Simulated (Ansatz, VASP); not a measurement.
One calculation of WSe2, two programs

```xyz
6
Lattice="3.3148 0.0000 0.0000 -1.6574 2.8707 0.0000 0.0000 0.0000 30.0000" Properties=species:S:1:pos:R:3 pbc="T T T"
W     0.0000    1.9138   18.2450
W     1.6574    0.9569   11.7550
Se    1.6574    0.9569   19.9170
Se    1.6574    0.9569   16.5730
Se    0.0000    1.9138   13.4270
Se    0.0000    1.9138   10.0830
```

Alike in both runs: task relaxation of the atoms; functional PBE; dispersion D3(BJ); k mesh 12 × 12 × 1; no spin polarisation.

|  | VASP | Ansatz |
| --- | --- | --- |
| version | VASP 6.6.1 | Ansatz 0.2.0 |
| potentials or method | VASP PAW PBE potentials, release 64 (W_sv, Se) | scalar-relativistic, plane waves, PAW |
| plane-wave cutoff (eV) | 450 | 420 |
| occupations | gaussian, width 0.01 eV | fixed |
| valence electrons in the cell | 52 | 92 |

|  | VASP | Ansatz | Ansatz less VASP |
| --- | --- | --- | --- |
| gap on the k mesh at the Fermi level, each at its own relaxed structure (eV) | 1.25 | 1.25 | +0.004 |

VASP's potentials hold 52 valence electrons a cell and Ansatz's 92, so a difference there can come from the potentials and not from the codes. Ansatz's warnings: slab cell height set, xc potential rough in thin density.

Neither program's run includes spin-orbit coupling.
